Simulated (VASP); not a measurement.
Here is a VASP 6.6.1 calculation.

The input INCAR:

```
SYSTEM = MoS
  ALGO = Normal
  EDIFF = 1E-7
  ENCUT = 520
  GGA = PE
  ISIF = 2
  ISMEAR = -1
  LASPH = .True.
  LCHARG = .False.
  LREAL = .False.
  LWAVE = .False.
  NBANDS = 28
  NELM = 100
  PREC = Accurate
  SIGMA = 0.05
```

KPOINTS

```
k-points
0
Gamma
  10 10 1
  0 0 0
```

Contents of POSCAR:

```
MoS
1.0
    3.1841260822      0.0000000000      0.0000000000
   -1.5920630411      2.7575340760      0.0000000000
    0.0000000000      0.0000000000     32.3345999500
Mo S
2 2
Direct
    0.0000000000      0.0000000000      0.2319496766
    0.0000000000      0.0000000000      0.7680503234
    0.3333333300      0.6666666600      0.2799269210
    0.3333333300      0.6666666600      0.7200730790
```

Potentials or basis: VASP PAW PBE potentials, release 64 (Mo_sv, S).

The run is started by

```console
$ cat potpaw_PBE.64/Mo_sv/POTCAR potpaw_PBE.64/S/POTCAR > POTCAR
$ mpirun -np 1 vasp_std > vasp.out
```

(1) Predict the largest force.

(2) Predict the band gap on the k mesh.

Results:

(1) 0.864 eV/Å.

(2) zero (band 20 reaches -1.36 eV, above the bottom of band 21 at -1.43 eV).
